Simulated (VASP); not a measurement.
Crystal: Se.

```xyz
3
Lattice="4.9764 0.0000 0.0000 -2.4882 4.3097 0.0000 0.0000 0.0000 3.0506" Properties=species:S:1:pos:R:3 pbc="T T T"
Se    0.0000    0.0000    0.0000
Se    0.0000    2.8732    1.5253
Se    2.4882    1.4366    1.5253
```

| Item | Value |
| --- | --- |
| Program | VASP 6.6.1 |
| Task | relaxation of cell and atoms |
| Functional | PBE |
| Potentials or basis | VASP PAW PBE potentials, release 64 (Se) |
| Cutoff | 600 eV |
| k mesh | 7 × 7 × 10 |
| Occupations | fermi-dirac, width 0.1 eV |
| Spin | no spin polarisation |

At the start: pressure -3.2 GPa; volume 21.81 Å³/atom.

Question: Where does the relaxation end?

Answer: Over 25 steps the energy falls by 27.4 meV/atom and the volume is 21.26 Å³/atom (-2.5 %); space group P6/mmm (No. 191, to 0.05 Å).

Step by step:
| step | energy change (eV) | largest force (eV/Å) | pressure (GPa) | volume (Å³) |
| --- | --- | --- | --- | --- |
| 1 | 0.0000 | 0.0000 | -3.19 | 65.43 |
| 2 | -0.0329 | 0.0000 | 0.86 | 61.39 |
| 3 | -0.0348 | 0.0000 | 0.02 | 62.11 |
| 4 | -0.0347 | 0.0000 | -0.05 | 62.18 |
| 5 | -0.0351 | 0.0000 | -0.05 | 62.17 |
| 6 | -0.0370 | 0.0000 | -0.02 | 62.16 |
| 7 | -0.0432 | 0.0000 | 0.09 | 62.11 |
| 8 | -0.0586 | 0.0000 | 0.49 | 61.99 |
| 9 | -0.0695 | 0.0000 | 2.06 | 61.62 |
| 10 | -0.0704 | 0.0000 | 1.77 | 61.69 |
| 11 | -0.0705 | 0.0000 | 1.77 | 61.70 |
| 12 | -0.0707 | 0.0000 | 1.79 | 61.71 |
| 13 | -0.0710 | 0.0000 | 1.81 | 61.73 |
| 14 | -0.0714 | 0.0000 | 1.85 | 61.78 |
| 15 | -0.0717 | 0.0000 | 1.96 | 61.87 |
| 16 | -0.0723 | 0.0000 | 1.90 | 61.93 |
| 17 | -0.0740 | 0.0000 | 1.72 | 62.10 |
| 18 | -0.0770 | 0.0000 | 1.37 | 62.45 |
| 19 | -0.0808 | 0.0000 | 0.70 | 63.15 |
| 20 | -0.0807 | 0.0000 | -0.52 | 64.57 |
| 21 | -0.0820 | 0.0000 | 0.08 | 63.86 |
| 22 | -0.0820 | 0.0000 | 0.11 | 63.82 |
| 23 | -0.0820 | 0.0000 | 0.10 | 63.81 |
| 24 | -0.0821 | 0.0000 | 0.08 | 63.81 |
| 25 | -0.0822 | 0.0000 | 0.03 | 63.79 |

Final structure:
```
CELL_PARAMETERS angstrom
4.69626 0.00000 0.00000
-2.34813 4.06708 0.00000
0.00000 0.00000 3.33974
ATOMIC_POSITIONS crystal
Se 0.00000 0.00000 0.00000
Se 0.33333 0.66667 0.50000
Se 0.66667 0.33333 0.50000
```
